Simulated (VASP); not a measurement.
# Si16Ge (a cell with a defect) in VASP: notebook

The runs below take Si16Ge (a cell with a defect) through single point, with PBE.

All numbers are computed with VASP 6.6.1; they aren't measurements. Logs are shortened: lines on timing, memory, paths and dates and some standing lists are left out, and cuts for length are marked.

**1. The cell of the first run**

The cell holds a defect, 17 atoms: a = 7.679 Å, b = 7.679 Å, c = 7.679 Å, α = 60.00°, β = 60.00°, γ = 60.00°.

**2. Single point, PBE**

Input file INCAR:

```
ALGO = Normal ; EDIFF = 1E-6
ENCUT = 410 ; GGA = PE
GGA_COMPAT = False ; ISIF = 2
ISMEAR = 0 ; LASPH = True
LCHARG = False ; LREAL = False
LWAVE = False ; NBANDS = 53
NELM = 120 ; PREC = Accurate
SIGMA = 0.05
```

Input file KPOINTS:

```
k-points
0
Gamma
  2 2 2
```

Input file POSCAR:

```
Si16Ge
1.0
    0.0000000000      5.4300000000      5.4300000000
    5.4300000000      0.0000000000      5.4300000000
    5.4300000000      5.4300000000      0.0000000000
Si Ge
16 1
Direct
    0.0120302947      0.0105157459     -0.0349466851
    0.1173157459      0.1157616022      0.1216069061
   -0.0007098527     -0.0018903315      0.4923691529
    0.1364312155      0.1350767035      0.5916522099
   -0.0273648250      0.5069710866      0.0115248619
    0.1173168508      0.6434400552      0.1215665746
   -0.0006372007      0.5084769797      0.4923423573
    0.1124956722      0.6270630755      0.6316833333
    0.5085055249     -0.0289114180      0.0115600368
    0.6449441989      0.1157611418      0.1216187845
    0.5098209945     -0.0019171271      0.4923779006
    0.6282571823      0.1112680479      0.6317873849
    0.5085065378      0.5069483425      0.0115358195
    0.6096620626      0.6081320442      0.1721639042
    0.4872461326      0.4859881215      0.5390794659
    0.6283050645      0.6270404236      0.6317111418
    0.3546174954      0.3530883978      0.9372887661
```

Potentials or basis: VASP PAW PBE potentials, release 64 (Si, Ge_d).

Started as:

```sh
$ cat potpaw_PBE.64/Si/POTCAR potpaw_PBE.64/Ge_d/POTCAR > POTCAR
$ mpirun -np 1 vasp_std > vasp.out
```

OUTCAR:

```text
EDIFF = 1E-6
   ENCUT = 410
   GGA = PE
   ISIF = 2
   ISMEAR = 0
   LASPH = True
   LREAL = False
   NELM = 120
   PREC = Accurate

 ion  position               nearest neighbor table
   1  0.012  0.011  0.965-   6 2.31   2 2.31  10 2.31   4 2.34
   2  0.117  0.116  0.122-   1 2.31   3 2.33   9 2.46   5 2.46  17 2.61
   3  0.999  0.998  0.492-   2 2.33  12 2.33   8 2.33   4 2.35
   4  0.136  0.135  0.592-   1 2.34  11 2.35   3 2.35   7 2.35
   5  0.973  0.507  0.012-  14 2.29   8 2.38  17 2.42   6 2.46   2 2.46
   6  0.117  0.643  0.122-   1 2.31   7 2.33  13 2.46   5 2.46  17 2.61
   7  0.999  0.508  0.492-   6 2.33  16 2.33   8 2.33   4 2.35
   8  0.112  0.627  0.632-   3 2.33   7 2.33  15 2.36   5 2.38  17 2.98
   9  0.509  0.971  0.012-  14 2.29  12 2.38  17 2.42  10 2.46   2 2.46
  10  0.645  0.116  0.122-   1 2.31  11 2.33   9 2.46  13 2.46  17 2.61
  11  0.510  0.998  0.492-  10 2.33  12 2.33  16 2.33   4 2.35
  12  0.628  0.111  0.632-  11 2.33   3 2.33  15 2.36   9 2.38  17 2.98
  13  0.509  0.507  0.012-  14 2.29  16 2.38  17 2.42  10 2.46   6 2.46
  14  0.610  0.608  0.172-   9 2.29  13 2.29   5 2.29  15 2.30
  15  0.487  0.486  0.539-  14 2.30  12 2.36  16 2.36   8 2.36  17 2.50
  16  0.628  0.627  0.632-  11 2.33   7 2.33  15 2.36  13 2.38  17 2.98
  17  0.355  0.353  0.937-   5 2.42  13 2.42   9 2.42  15 2.50   2 2.61   6 2.61  10 2.61  12 2.98
                            16 2.98   8 2.98

  LATTYP: Found a face centered cubic cell.
 ALAT       =    10.8600000000

  Lattice vectors:

 A1 = (   0.0000000000,   5.4300000000,   5.4300000000)
 A2 = (   5.4300000000,   0.0000000000,   5.4300000000)
 A3 = (   5.4300000000,   5.4300000000,   0.0000000000)

Analysis of symmetry for initial positions (statically):
=====================================================================
 Subroutine PRICEL returns:
 Original cell was already a primitive cell.

 Routine SETGRP: Setting up the symmetry group for a
 face centered cubic supercell.

 Subroutine GETGRP returns: Found  1 space group operations
 (whereof  1 operations were pure point group operations)
 out of a pool of 48 trial point group operations.

The static configuration has the point symmetry C_1 .

Analysis of symmetry for dynamics (positions and initial velocities):
=====================================================================
 Subroutine PRICEL returns:
 Original cell was already a primitive cell.

 Routine SETGRP: Setting up the symmetry group for a
 face centered cubic supercell.

 Subroutine GETGRP returns: Found  1 space group operations
[... 123 lines left out ...]
   ISYM   =      2    0-nonsym 1-usesym 2-fastsym
   POTIM  = 0.5000    time-step for ionic-motion
   TEBEG  =    0.0;   TEEND  =   0.0 temperature during run
   PSTRESS=    0.0 pullay stress
   NELECT =      78.0000    total number of electrons
   NUPDOWN=      -1.0000    fix difference up-down
   EMIN   =  10.00;   EMAX   =-10.00  energy-range for DOS
   EFERMI =   0.00;   METHOD = LEGACY
   ISMEAR =     0;   SIGMA  =   0.05  broadening in eV -4-tet -1-fermi 0-gaus
   EFERMI_NEDOS =   21; number of points for ismear=-14 and -15
   IALGO  =     38    algorithm
   IMIX   =      4    mixing-type and parameters
     AMIX     =   0.40;   BMIX     =  1.00
     AMIX_MAG =   1.60;   BMIX_MAG =  1.00
  volume/ion in A,a.u.               =      18.84       127.11
  Fermi-wavevector in a.u.,A,eV,Ry     =   1.022421  1.932096 14.222785  1.045345
  Thomas-Fermi vector in A             =   2.156100
   LORBIT       =      0    0 simple, 1 ext, 2 COOP (PROOUT), +10 PAW based schemes
   GGA     = PE    functional components
   LHFCALC =     F    Hartree Fock is set to
   AEXX    =    0.0000 exact exchange contribution
   IVDW    =     0    specifies the selected vdW correction
   LEPSILON=     F    determine dielectric tensor
   LRPA    =     F    only Hartree local field effects (RPA)
 non-spin polarized calculation
 Gauss-broadening in eV      SIGMA  =   0.05
  energy-cutoff  :      410.00
  volume of cell :      320.21
 maximum number of plane-waves:      6062
 NGX is ok and might be reduce to    54
   NGX = 25   NGY = 25   NGZ = 25

 number of electron      78.0000005 magnetization

 Free energy of the ion-electron system (eV)
  ---------------------------------------------------
  ext. energy  EPLUGINS =         0.00000000
  ---------------------------------------------------
  free energy    TOTEN  =       -86.51728580 eV

  energy without entropy =      -86.50503745  energy(sigma->0) =      -86.51116162

 E-fermi :   6.9278     XC(G=0):  -9.7595

 val. band max:        6.7540838243   @ k =   0.0000   0.0000   0.0000
 cond. band min:       6.9535528028   @ k =   0.0000   0.5000   0.5000
 fundamental gap:      0.1994689785
 Fermi energy:         6.9277946587

 k-point     1 :       0.0000    0.0000    0.0000
  band No.  band energies     occupation
      1     -18.2093      2.00000
      2     -18.2063      2.00000
      3     -18.2063      2.00000
      4     -18.1910      2.00000
      5     -18.1909      2.00000
      6      -6.4734      2.00000
[... 421 lines left out ...]
     50      10.3319      0.00000
     51      10.4625      0.00000
 [bands above 51 left out]

------------------------ aborting loop because EDIFF is reached ----------------------------------------

  FORCE on cell =-STRESS in cart. coord.  units (eV):
  Direction    XX          YY          ZZ          XY          YZ          ZX
  --------------------------------------------------------------------------------------
  -------------------------------------------------------------------------------------
  Total       12.4730242     12.4701584     12.4713881     -0.8585216      0.8588404      0.8592032
  in kB       62.4098106     62.3954712     62.4016240     -4.2956841      4.2972790      4.2990943
  external PRESSURE =      62.4023019 kB  Pullay stress =       0.0000000 kB

 VOLUME and BASIS-vectors are now :
 -----------------------------------------------------------------------------
  energy-cutoff  :      410.00
  volume of cell :      320.21
      direct lattice vectors                 reciprocal lattice vectors
     0.000000000  5.430000000  5.430000000    -0.092081031  0.092081031  0.092081031
     5.430000000  0.000000000  5.430000000     0.092081031 -0.092081031  0.092081031
     5.430000000  5.430000000  0.000000000     0.092081031  0.092081031 -0.092081031

 POSITION                                       TOTAL-FORCE (eV/Angst)
 -----------------------------------------------------------------------------------
      5.29734      5.30556      0.12243         0.063256      0.061870     -0.062202
      1.28891      1.29735      1.26561         0.039541      0.037368     -0.006990
      8.09330      8.09971     10.84588         0.030516      0.033884     -0.017784
      3.94614      3.95349      1.47429         0.070872      0.069412     -0.069740
      2.81543      5.34399      8.03426        -0.003221      0.065921      0.004022
      4.15399      1.29714      4.13091         0.007206      0.039492     -0.039954
[... 9 lines left out ...]
      6.83502      6.84189      6.81653        -0.008998     -0.005616     -0.023609
      7.00675      7.01505      3.84284        -0.220149     -0.221972      0.221753
 -----------------------------------------------------------------------------------
    total drift:                                0.000049     -0.000076      0.000081

  FREE ENERGIE OF THE ION-ELECTRON SYSTEM (eV)
  ---------------------------------------------------
  free  energy   TOTEN  =       -86.5172857957 eV

  energy  without entropy=      -86.5050374463  energy(sigma->0) =      -86.51116162
```

Wall time 1.8 min (1 thread of AMD EPYC 9R45 (Zen 5), shared host); peak memory 0.38 GiB.

Results:

- Free energy: -86.5173 eV
- Pressure: 6.2 GPa
- Largest force: 0.383 eV/Å
- Band gap on the k mesh: zero (band 39 reaches 6.95 eV, above the bottom of band 40 at 6.75 eV)

Forces on the atoms (eV/Å):
```
Si   0.063  0.062 -0.062
Si   0.040  0.037 -0.007
Si   0.031  0.034 -0.018
Si   0.071  0.069 -0.070
Si  -0.003  0.066  0.004
Si   0.007  0.039 -0.040
Si   0.019  0.032 -0.031
Si  -0.008  0.025  0.006
Si   0.069 -0.003  0.003
Si   0.039  0.007 -0.037
Si   0.031  0.017 -0.034
Si   0.020 -0.007  0.008
Si  -0.003 -0.004 -0.067
Si  -0.058 -0.056  0.057
Si  -0.087 -0.091  0.090
Si  -0.009 -0.006 -0.024
Ge  -0.220 -0.222  0.222
```

Stress tensor (GPa, compression positive):
```
 6.24 -0.43  0.43
-0.43  6.24  0.43
 0.43  0.43  6.24
```

Levels at points of the mesh, in eV from the Fermi level:
| k point | band 37 | band 38 | band 39 | band 40 | band 41 | band 42 |
| --- | --- | --- | --- | --- | --- | --- |
| (0.00, 0.00, 0.00) | -0.73 | -0.73 | -0.47 | -0.17 | -0.17 | 0.04 |
| (0.50, 0.00, 0.00) | -1.50 | -1.31 | -0.23 | 0.26 | 0.71 | 0.76 |
| (0.00, 0.50, 0.00) | -1.50 | -1.31 | -0.23 | 0.26 | 0.72 | 0.76 |
| (0.00, 0.00, 0.50) | -1.45 | -1.44 | -0.36 | 0.38 | 0.38 | 1.05 |
| (0.50, 0.50, 0.50) | -1.50 | -1.31 | -0.23 | 0.26 | 0.71 | 0.76 |
| (0.50, 0.50, 0.00) | -1.88 | -1.21 | 0.03 | 0.57 | 1.07 | 1.16 |
| (0.00, 0.50, 0.50) | -1.88 | -1.21 | 0.03 | 0.57 | 1.07 | 1.16 |
| (0.50, 0.00, 0.50) | -1.88 | -1.21 | 0.03 | 0.57 | 1.07 | 1.16 |

Caveat: the k points lie up to 0.50 Å⁻¹ apart.

**3. Single point, PBE**

Input file INCAR:

```
PREC = Accurate ; ENCUT = 410
EDIFF = 1E-6 ; ISMEAR = 0
SIGMA = 0.05 ; LREAL = F
LASPH = T ; NELM = 120
ALGO = Normal ; ISIF = 2
LWAVE = F ; LCHARG = T
GGA = PE ; LELF = T
LVHAR = T ; NBANDS = 53
GGA_COMPAT = F
```

Input file KPOINTS:

```
Automatic mesh
0
Gamma
  2 2 2
```

Input file POSCAR:

```
Si16Ge
1.0
    0.0000000000      5.4300000000      5.4300000000
    5.4300000000      0.0000000000      5.4300000000
    5.4300000000      5.4300000000      0.0000000000
Si Ge
16 1
Direct
    0.0184484346      0.0173154696     -0.0546528545
    0.1165341621      0.1151978821      0.1156555249
   -0.0003760589     -0.0010627993      0.4868508287
    0.1436710866      0.1427607735      0.5693981584
   -0.0391944751      0.5143167587      0.0089141805
    0.1164837937      0.6510626151      0.1155828729
   -0.0002561694      0.5131848987      0.4867779006
    0.1056025783      0.6285254144      0.6359756906
    0.5155063536     -0.0403949355      0.0089689687
    0.6521577348      0.1152177716      0.1156811234
    0.5140869245     -0.0011009208      0.4868786372
    0.6292270718      0.1049476980      0.6360917127
    0.5155393186      0.5143039595      0.0089315838
    0.6005139963      0.5992896869      0.1992657459
    0.4733567219      0.4727300184      0.5799966851
    0.6293506446      0.6284860037      0.6360084715
    0.3234194291      0.3223627072      1.0303341621
```

Potentials or basis: VASP PAW PBE potentials, release 64 (Si, Ge_d).

Started as:

```sh
$ cat potpaw_PBE.64/Si/POTCAR potpaw_PBE.64/Ge_d/POTCAR > POTCAR
$ mpirun -np 1 vasp_std > vasp.out
```

Run time: 1.8 min. Hardware: 1 thread of AMD EPYC 9R45 (Zen 5), shared host; peak memory 0.37 GiB.

Results (log left out):

```yaml
Free_energy: -86.3454 eV
Pressure: 5.5 GPa
Largest_force: 0.012 eV/Å
Band_gap_on_the_k_mesh: 0.07 eV
```

Forces in eV/Å, atoms in the order of the input:
```
Si   0.009  0.006 -0.007
Si   0.002 -0.002  0.004
Si  -0.004 -0.001 -0.001
Si  -0.003 -0.002  0.002
Si  -0.003  0.005  0.003
Si  -0.002  0.000 -0.001
Si   0.001 -0.002  0.003
Si   0.002  0.005 -0.002
Si   0.007 -0.003  0.003
Si   0.001 -0.004  0.002
Si  -0.004  0.001  0.002
Si   0.000  0.000  0.000
Si  -0.003 -0.003 -0.006
Si  -0.002 -0.002  0.002
Si  -0.002  0.002 -0.001
Si   0.002  0.001 -0.004
Ge  -0.002  0.000  0.001
```

Stress tensor (GPa, compression positive):
```
 5.54 -0.66  0.66
-0.66  5.53  0.67
 0.66  0.67  5.53
```

Levels at points of the mesh, in eV from the valence-band top:
```
           k point  band 35  band 36  band 37  band 38  band 39  band 40  band 41  band 42  band 43  band 44
(0.00, 0.00, 0.00)    -1.28    -1.02    -0.45    -0.43    -0.43     0.07     0.07     0.40     0.40     0.89
(0.50, 0.00, 0.00)    -1.31    -1.30    -1.22    -0.70    -0.21     0.37     0.87     1.01     1.21     1.44
(0.00, 0.50, 0.00)    -1.31    -1.30    -1.22    -0.70    -0.21     0.37     0.87     1.01     1.21     1.44
(0.00, 0.00, 0.50)    -1.17    -1.17    -1.09    -1.09    -0.09     0.56     0.56     1.30     1.38     1.38
(0.50, 0.50, 0.50)    -1.31    -1.30    -1.22    -0.70    -0.21     0.37     0.87     1.01     1.21     1.44
(0.50, 0.50, 0.00)    -1.81    -1.69    -1.58    -0.59     0.00     0.57     1.49     1.58     1.88     2.02
(0.00, 0.50, 0.50)    -1.81    -1.69    -1.58    -0.59     0.00     0.57     1.49     1.58     1.88     2.02
(0.50, 0.00, 0.50)    -1.81    -1.69    -1.58    -0.59     0.00     0.57     1.49     1.58     1.88     2.02
```

Caveat: the k points lie up to 0.50 Å⁻¹ apart.

(Part 1 of 2 ends here.)
